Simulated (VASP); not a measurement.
Here is a VASP 6.6.1 calculation.

Contents of INCAR:

```
SYSTEM = K4Cl3
PREC     = Accurate       ! precision mode
ENCUT    = 600            ! plane-wave cutoff, eV
EDIFF    = 1E-6           ! SCF threshold, eV
ISMEAR   = 0              ! smearing method
SIGMA    = 0.1            ! smearing width, eV
LREAL    = .False.        ! projectors in reciprocal space
LASPH    = .True.         ! aspherical terms in the spheres
NELM     = 80             ! most SCF steps
ALGO     = Normal         ! electronic algorithm
ISIF     = 4              ! what is computed and relaxed
LWAVE    = .False.        ! write WAVECAR
LCHARG   = .False.        ! write CHGCAR
GGA      = PE             ! functional
IBRION   = 2              ! ionic algorithm
NSW      = 50             ! ionic steps
EDIFFG   = -0.01          ! ionic threshold
```

File KPOINTS:

```
Automatic mesh
0
Gamma
  6 6 8
  0 0 0
```

The input POSCAR:

```
K4Cl3
1.0
    9.3467651612      0.0000000000      0.0000000000
   -4.6733825806      8.0945360729      0.0000000000
    0.0000000000      0.0000000000      4.3480285661
K Cl
4 3
Direct
    0.1749454499      0.8250545501      0.5000000000
    0.1749454499      0.3498908998      0.5000000000
    0.6501091002      0.8250545501      0.5000000000
    0.6666666667      0.3333333333      0.0000000000
    0.8143753412      0.1856246588      0.5000000000
    0.8143753412      0.6287506824      0.5000000000
    0.3712493176      0.1856246588      0.5000000000
```

Potentials or basis: VASP PAW PBE potentials, release 64 (K_sv, Cl).

Run with:

```console
$ cat potpaw_PBE.64/K_sv/POTCAR potpaw_PBE.64/Cl/POTCAR > POTCAR
$ mpirun -np 1 vasp_std > vasp.out
```

Question: Estimate the band gap on the k mesh.

Answer: Zero (an odd number of electrons rules out a gap without spin polarisation).

The path:
```tsv
step	energy change (eV)	largest force (eV/Å)	pressure (GPa)	volume (Å³)
1	0.0000	0.0607	0.35	328.96
2	-0.0016	0.0471	0.32	328.96
3	-0.0030	0.0206	0.26	328.96
4	-0.0030	0.0193	0.26	328.96
5	-0.0031	0.0165	0.26	328.96
6	-0.0035	0.0100	0.25	328.96
```

Caveat: an odd number of electrons without spin polarisation forces a metal; a magnetic or distorted state may lie lower.
